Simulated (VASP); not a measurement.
Write the native input for VASP 6.6.1 that does the following.

| Property | Result |
| --- | --- |
| Task | single point |
| Functional | PBEsol |
| Potentials or basis | VASP PAW PBE potentials, release 64 (Sc_sv) |
| Cutoff | 520 eV |
| k mesh | 18 × 18 × 10 |
| Occupations | gaussian, width 0.15 eV |
| Spin | no spin polarisation |
| Dipole correction | no |
| Further INCAR settings | ALGO = Fast; EDIFF = 1e-07; NBANDS = 18 |

The structure of Sc lies in POSCAR:

```
Sc
1.0
    3.5642944861      0.0000000000      0.0000000000
   -1.7821472430      3.0867695715      0.0000000000
    0.0000000000      0.0000000000      4.5398247788
Sc
2
Direct
    0.3333333333      0.6666666667      0.2500000000
    0.6666666667      0.3333333333      0.7500000000
```

This cell differs from its parent crystal: ratio of the length along z to the lengths across it x 0.8, volume and fractional coordinates fixed.

The input as run:

INCAR

```
SYSTEM = Sc
PREC = Accurate
ENCUT = 520
EDIFF = 1E-7
ISMEAR = 0
SIGMA = 0.15
LREAL = .False.
LASPH = .True.
NELM = 80
ALGO = Fast
ISIF = 2
LWAVE = .False.
LCHARG = .False.
GGA = PS
NBANDS = 18
```

KPOINTS

```
Automatic mesh
0
Gamma
  18 18 10
  0 0 0
```

Potentials or basis: VASP PAW PBE potentials, release 64 (Sc_sv).

The run is started by

```bash
$ cat potpaw_PBE.64/Sc_sv/POTCAR > POTCAR
$ mpirun -np 1 vasp_std > vasp.out
```

Results of the run:

```
Pressure               : -2.4 GPa
Band gap on the k mesh : zero (bands 11 and 12 overlap by 1.83 eV)
```

Caveat: the stress differs along the axes, from -6 to 6 GPa; the PAW data sets were made with another functional, which shifts forces and pressure a little.

Run time: 4.3 min on 1 thread of Intel(R) Xeon(R) Platinum 8259CL CPU @ 2.50GHz (Skylake/Cascade Lake) (shared host), peak memory 0.29 GiB.
